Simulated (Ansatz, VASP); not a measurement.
## Two plane-wave programs on C

```
CELL_PARAMETERS angstrom
0.00000 1.90272 1.68657
1.90272 0.00000 1.68657
1.90272 1.90272 0.00000
ATOMIC_POSITIONS crystal
C 0.50000 0.50000 0.50000
C 0.75000 0.75000 0.75000
```

Alike in both runs: task single point; functional PBE; k mesh 12 × 12 × 12; occupations gaussian, width 0.05 eV; no spin polarisation.

```csv
,VASP,Ansatz
version,VASP 6.6.1,Ansatz 0.2.0
potentials or method,"VASP PAW PBE potentials, release 64 (C), cutoff 520 eV","scalar-relativistic, plane waves, PAW"
valence electrons in the cell,8,8
```

|  | VASP | Ansatz | Ansatz less VASP |
| --- | --- | --- | --- |
| gap on the k mesh at the Fermi level (eV) | 1.25 | 1.25 | +0.006 |
| least direct gap on the mesh (eV) | 3.55 | 3.56 | +0.003 |
| pressure (GPa) | -25.6 | -26.0 | -0.37 |
| traceless stress, the component that is largest in VASP (GPa) | 60.28 | 60.28 | -0.009 |
